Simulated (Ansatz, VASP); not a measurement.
## One calculation of Ta, two programs

File INCAR:

```
PREC     = Accurate       # precision mode
ENCUT    = 520            # plane-wave cutoff, eV
EDIFF    = 1E-6           # SCF threshold, eV
ISMEAR   = -1             # smearing method
SIGMA    = 0.08           # smearing width, eV
LREAL    = F              # projectors in reciprocal space
LASPH    = T              # aspherical terms in the spheres
NELM     = 100            # most SCF steps
ALGO     = Normal         # electronic algorithm
ISIF     = 2              # what is computed and relaxed
LWAVE    = F              # write WAVECAR
LCHARG   = F              # write CHGCAR
GGA      = CA             # functional
NBANDS   = 18             # bands
```

Contents of KPOINTS:

```
regular mesh
0
Gamma
  13 13 13
```

The input POSCAR:

```
Ta
1.0
    0.0000000000      2.9162815485      2.9162815485
    2.9162815485      0.0000000000      2.9162815485
    2.9162815485      2.9162815485      0.0000000000
Ta
2
Direct
   -0.1250000000     -0.1250000000     -0.1250000000
    0.1250000000      0.1250000000      0.1250000000
```

Input for Ansatz:

```yaml
crystal:
  lattice:
    - [0.0, 2.9162815485, 2.9162815485]
    - [2.9162815485, 0.0, 2.9162815485]
    - [2.9162815485, 2.9162815485, 0.0]
  atoms:
    - { symbol: Ta, position: [-0.125, -0.125, -0.125] }
    - { symbol: Ta, position: [0.125, 0.125, 0.125] }
kpoints:
  mp_grid: { grid: [13, 13, 13] }
scf:
  occupations: { method: fermi_dirac, width: 0.08 }
hamiltonian:
  xc: lda
  pseudopotentials: { kind: paw }
output:
  forces: true
  stress: true
  eigenvalues: true
  populations: true
  write_density: true
  write_potential: true
  elf: true
  volumetric_format: npy
```

Change from the starting cell: volume scaled by 0.95, PAW files.

Alike in both runs: task single point; functional LDA; k mesh 13 × 13 × 13; occupations fermi-dirac, width 0.08 eV; no spin polarisation.

```csv
,VASP,Ansatz
version,VASP 6.6.1,Ansatz 0.2.0
potentials or method,"VASP PAW LDA potentials, release 64 (Ta_pv)","PAW with Ansatz's default frozen-core files, scalar-relativistic"
plane-wave cutoff (eV),520,420
valence electrons in the cell,22,26
```

VASP gave:

| Item | Value |
| --- | --- |
| pressure (GPa) | 4.8 |

Estimate Ansatz's values.

pressure (GPa): 4.5.

LDA's correlation is that of Perdew and Zunger in VASP and of Perdew and Wang (1992) in Ansatz. VASP's potentials hold 22 valence electrons a cell and Ansatz's 26, so a difference there can come from the potentials and not from the codes.

Neither program's run includes spin-orbit coupling.
